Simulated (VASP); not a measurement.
# Ni (P6_3/mmc) in VASP: notebook, part 2 of 2

VASP 6.6.1. The steps go on from the part before.

## 3. Relaxation of cell and atoms, PBEsol

This run uses another cell than the first one, of 10.94 Å³/atom.

The input, INCAR:

```
  PREC = Accurate
  ENCUT = 600
  EDIFF = 1E-6
  ISMEAR = -1
  SIGMA = 0.1
  LREAL = False
  LASPH = True
  NELM = 60
  ALGO = Normal
  ISIF = 3
  LWAVE = False
  LCHARG = False
  GGA = PS
  IBRION = 2
  NSW = 80
  EDIFFG = -0.01
```

The input, KPOINTS:

```
regular mesh
0
Gamma
  14 14 4
```

The input, POSCAR:

```
Ni
1.0
    2.4917559660      0.0000000000      0.0000000000
   -1.2458779830      2.1579239666      0.0000000000
    0.0000000000      0.0000000000      8.1380749850
Ni
4
Direct
    0.0000000000      0.0000000000      0.0000000000
    0.0000000000      0.0000000000      0.5000000000
    0.3333333333      0.6666666667      0.2500000000
    0.6666666667      0.3333333333      0.7500000000
```

Potentials or basis: VASP PAW PBE potentials, release 64 (Ni).

Launch:

```sh
$ cat potpaw_PBE.64/Ni/POTCAR > POTCAR
$ mpirun -np 1 vasp_std > vasp.out
```

OUTCAR:

```text
PREC = Accurate
   ENCUT = 600
   EDIFF = 1E-6
   ISMEAR = -1
   LREAL = False
   LASPH = True
   NELM = 60
   ISIF = 3
   GGA = PS
   IBRION = 2
   NSW = 80
   EDIFFG = -0.01

 ion  position               nearest neighbor table
   1  0.000  0.000  0.000-   3 2.49   4 2.49   4 2.49   3 2.49   4 2.49   3 2.49
   2  0.000  0.000  0.500-   3 2.49   4 2.49   4 2.49   3 2.49   4 2.49   3 2.49
   3  0.333  0.667  0.250-   1 2.49   2 2.49   1 2.49   2 2.49   1 2.49   2 2.49
   4  0.667  0.333  0.750-   1 2.49   2 2.49   1 2.49   2 2.49   1 2.49   2 2.49

  LATTYP: Found a hexagonal cell.
 ALAT       =     2.4917559660
 C/A-ratio  =     3.2660000000

  Lattice vectors:

 A1 = (   2.4917559660,   0.0000000000,   0.0000000000)
 A2 = (  -1.2458779830,   2.1579239666,   0.0000000000)
 A3 = (   0.0000000000,   0.0000000000,   8.1380749850)

Analysis of symmetry for initial positions (statically):
=====================================================================
 Subroutine PRICEL returns:
 Original cell was already a primitive cell.

 Routine SETGRP: Setting up the symmetry group for a
 hexagonal supercell.

 Subroutine GETGRP returns: Found 24 space group operations
 (whereof 12 operations were pure point group operations)
 out of a pool of 24 trial point group operations.

The static configuration has the point symmetry D_3d.
 The point group associated with its full space group is D_6h.

Analysis of symmetry for dynamics (positions and initial velocities):
=====================================================================
 Subroutine PRICEL returns:
 Original cell was already a primitive cell.

 Routine SETGRP: Setting up the symmetry group for a
 hexagonal supercell.

 Subroutine GETGRP returns: Found 24 space group operations
 (whereof 12 operations were pure point group operations)
 out of a pool of 24 trial point group operations.

The dynamic configuration has the point symmetry D_3d.
 The point group associated with its full space group is D_6h.

 Subroutine INISYM returns: Found 24 space group operations
 (whereof 12 operations are pure point group operations),
 and found     1 'primitive' translations

----------------------------------------------------------------------------------------

[... 141 lines left out ...]
  ext. energy  EPLUGINS =         0.00000000
  ---------------------------------------------------
  free energy    TOTEN  =       -24.41277979 eV

  energy without entropy =      -24.04850143  energy(sigma->0) =      -24.23064061

------------------------ aborting loop because EDIFF is reached ----------------------------------------

  FORCE on cell =-STRESS in cart. coord.  units (eV):
  Direction    XX          YY          ZZ          XY          YZ          ZX
  --------------------------------------------------------------------------------------
  -------------------------------------------------------------------------------------
  Total       -3.0081475     -3.0081475     -2.8222001      0.0000000      0.0000000     -0.0000000
  in kB     -110.1403310   -110.1403310   -103.3320519      0.0000000      0.0000000     -0.0000000
  external PRESSURE =    -107.8709046 kB  Pullay stress =       0.0000000 kB
[... 25 lines left out ...]
--------------------------------------- Ionic step        2  -------------------------------------------

 number of electron      39.9999996 magnetization

 E-fermi :  10.5865     XC(G=0): -14.0576

 val. band max:       10.5848504057   @ k =   0.3571   0.2143   0.0000
 cond. band min:      10.5873341325   @ k =   0.2857   0.1429   0.5000
 fundamental gap:      0.0024837268
 Fermi energy:        10.5865366000

 k-point     1 :       0.0000    0.0000    0.0000
  band No.  band energies     occupation
      1       0.9182      2.00000
      2       3.3135      2.00000
      3       3.3138      2.00000
      4       5.4892      2.00000
      5       7.9416      2.00000
      6       7.9762      2.00000
[... 708 lines left out ...]
  FREE ENERGIE OF THE ION-ELECTRON SYSTEM (eV)
  ---------------------------------------------------
  free  energy   TOTEN  =       -24.4951391039 eV

  energy  without entropy=      -24.1450653865  energy(sigma->0) =      -24.32010225

[... ionic steps 4 to 7 ...]

--------------------------------------- Ionic step        8  -------------------------------------------

 number of electron      40.0000015 magnetization

------------------------ aborting loop because EDIFF is reached ----------------------------------------
[... 71 lines left out ...]
--------------------------------------- Ionic step       10  -------------------------------------------

 number of electron      40.0000014 magnetization

 Free energy of the ion-electron system (eV)
  ---------------------------------------------------
  ext. energy  EPLUGINS =         0.00000000
  ---------------------------------------------------
  free energy    TOTEN  =       -24.49523016 eV

  energy without entropy =      -24.14542577  energy(sigma->0) =      -24.32032796

 E-fermi :   9.7489     XC(G=0): -13.7264

 val. band max:        9.7451661265   @ k =   0.2857   0.1429   0.0000
 cond. band min:       9.7521521412   @ k =   0.4286   0.0714   0.0000
 fundamental gap:      0.0069860147
 Fermi energy:         9.7489041292

 k-point     1 :       0.0000    0.0000    0.0000
  band No.  band energies     occupation
      1       0.4841      2.00000
      2       2.7952      2.00000
      3       2.7953      2.00000
      4       4.9883      2.00000
      5       7.3049      2.00000
      6       7.3357      2.00000
[... 670 lines left out ...]
  FREE ENERGIE OF THE ION-ELECTRON SYSTEM (eV)
  ---------------------------------------------------
  free  energy   TOTEN  =       -24.4952301594 eV

  energy  without entropy=      -24.1454257703  energy(sigma->0) =      -24.32032796

 reached required accuracy - stopping structural energy minimisation
```

OSZICAR:

```text
N       E                     dE             d eps       ncg     rms          rms(c)
DAV:   1     0.262774747848E+03    0.26277E+03   -0.20317E+04  3480   0.265E+03
DAV:   2    -0.134714530785E+02   -0.27625E+03   -0.27039E+03  3528   0.418E+02
[... 90 lines left out ...]
DAV:   1    -0.244953067333E+02   -0.80922E-04   -0.19971E-03  3552   0.402E-01    0.695E-02
DAV:   2    -0.244952503675E+02    0.56366E-04   -0.27124E-04  3704   0.270E-01    0.291E-02
DAV:   3    -0.244952412471E+02    0.91205E-05   -0.93190E-05  3736   0.167E-01    0.431E-02
DAV:   4    -0.244952513851E+02   -0.10138E-04   -0.24772E-04  3896   0.306E-01    0.656E-02
DAV:   5    -0.244952303922E+02    0.20993E-04   -0.93340E-05  4048   0.181E-01    0.406E-03
DAV:   6    -0.244952301594E+02    0.23287E-06   -0.38128E-06  2832   0.215E-02
  10 F= -.24495230E+02 E0= -.24320328E+02  d E =-.293744E-04
```

Run time: 13 min. Hardware: 1 thread of Intel Xeon 8259CL, shared host; peak memory 0.22 GiB.

Results:

```
Free energy                           : -24.4952 eV
Relaxed volume                        : 10.36 Å³/atom
Relaxed cell                          : a = 2.444 Å, b = 2.444 Å, c = 8.008 Å, α = 90.00°, β = 90.00°, γ = 120.00°
Space group after relaxing (to 0.1 Å) : P6_3/mmc (No. 194)
Energy gained by relaxing             : 20.6 meV/atom
Ionic steps                           : 10
Pressure after relaxing               : 0.1 GPa
```

Step by step:
```csv
step,energy change (eV),largest force (eV/Å),pressure (GPa),volume (Å³)
1,0.0000,0.0000,-10.79,43.76
2,0.0094,0.0000,14.08,39.26
3,-0.0824,0.0000,-0.23,41.47
4,-0.0824,0.0000,-0.05,41.43
5,-0.0823,0.0000,0.43,41.38
6,-0.0823,0.0000,-0.43,41.53
7,-0.0824,0.0000,-0.10,41.46
8,-0.0824,0.0000,0.01,41.46
9,-0.0824,0.0000,0.06,41.45
10,-0.0825,0.0000,0.09,41.44
```

Final structure:
```yaml
crystal:
  lattice:
    - [2.44450, 0.00000, 0.00000]
    - [-1.22225, 2.11700, 0.00000]
    - [0.00000, 0.00000, 8.00845]
  atoms:
    - { symbol: Ni, position: [0.00000, 0.00000, 0.00000] }
    - { symbol: Ni, position: [0.00000, 0.00000, 0.50000] }
    - { symbol: Ni, position: [0.33333, 0.66667, 0.25000] }
    - { symbol: Ni, position: [0.66667, 0.33333, 0.75000] }
```

Caveat: the highest band is partly filled, so the run has too few bands; the PAW data sets were made with another functional, which shifts forces and pressure a little; the run has no spin polarisation, though such a crystal can be magnetic.
